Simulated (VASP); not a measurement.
Runs of VASP 6.6.1 on C. The structure is that of space group Im-3m (No. 229), or close to it. The cells are those of the table. 

```tsv
task	cell	k mesh	cutoff (eV)	gap on the mesh (eV)	pressure (GPa)
relaxation of cell and atoms	relaxed from a = 2.048 Å, angles 109.5°, 1 atom	18 × 18 × 18	600	none	0.0
single point	a = 2.083 Å, angles 109.5°, 1 atom	21 × 21 × 21	520	none	(a)
single point	a = 2.056 Å, angles 109.5°, 1 atom	9 × 9 × 9	600	none	-0.2
single point	a = 2.000 Å, angles 109.5°, 1 atom	21 × 21 × 21	520	none	18.1
single point	a = 2.028 Å, angles 109.5°, 1 atom	21 × 21 × 21	520	none	7.9
```

Alike in all rows: level PBE; potentials or basis VASP PAW PBE potentials, release 64 (C); no spin polarisation; smearing fermi-dirac 0.1 eV.

Q: Estimate the missing entries.

A: (a) -6.9.

Caveats: some runs use coarse meshes.

A gap of «none» marks levels without a gap at the run's occupations.
